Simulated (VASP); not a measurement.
Ga:

```
Ga
1.0
    -1.38440    1.38440    2.31122
     1.38440   -1.38440    2.31122
     1.38440    1.38440   -2.31122
Ga
1
Direct
  0.00000 0.00000 0.00000
```

Base run:

- Program: VASP 6.6.1
- Functional: PBE
- Potentials or basis: VASP PAW PBE potentials, release 64 (Ga_d)
- Cutoff: 520 eV
- k mesh: 13 × 13 × 13
- Occupations: gaussian, width 0.025 eV
- Spin: no spin polarisation

Its results: pressure 3.6 GPa.

**Question.** After a change of settings the same cell gave: pressure 0.2 GPa. Which change was it?
A. occupations from gaussian, width 0.025 eV to gaussian, width 0.026 eV; further incar settings from ALGO = Normal; EDIFF = 1e-06; NBANDS = 12 to ALGO = Fast; EDIFF = 1e-07; NBANDS = 12
B. functional from PBE to r2SCAN; occupations from gaussian, width 0.025 eV to fermi-dirac, width 0.05 eV
C. cutoff from 520 eV to 500 eV; k mesh from 13 × 13 × 13 to 5 × 5 × 5; occupations from gaussian, width 0.025 eV to fermi-dirac, width 0.04 eV
D. occupations from gaussian, width 0.025 eV to gaussian, width 0.022 eV

**Answer.** B.

Caveats: the PAW data sets were made with another functional, which shifts forces and pressure a little (some runs).
